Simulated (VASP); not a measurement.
**Zr: vibrations by perturbation theory with PBEsol**

Crystal: Zr.

```
CELL_PARAMETERS angstrom
3.19248 0.00000 0.00000
-1.59624 2.76477 0.00000
0.00000 0.00000 5.09174
ATOMIC_POSITIONS crystal
Zr 0.33333 0.66667 0.75000
Zr 0.66667 0.33333 0.25000
```

```
Program                : VASP 6.6.1
Task                   : vibrations by perturbation theory
Functional             : PBEsol
Potentials or basis    : VASP PAW PBE potentials, release 64 (Zr_sv)
Cutoff                 : 520 eV
k mesh                 : 12 × 12 × 8
Occupations            : methfessel-paxton, width 0.2 eV
Spin                   : no spin polarisation
Dipole correction      : no
Further INCAR settings : ALGO = Normal; EDIFF = 1e-08; IBRION = 8; NSW = 1
```

```yaml
Highest_phonon_frequency_at_Γ: 163 cm⁻¹
```

Phonon frequencies in cm⁻¹ (negative: imaginary):
| q point | frequencies |
| --- | --- |
| (0.000, 0.000, 0.000) | 0 0 0 70 70 163 |

Run time: 7.1 min on 1 thread of Intel(R) Xeon(R) 6975P-C (Granite Rapids) (shared host), peak memory 0.58 GiB.
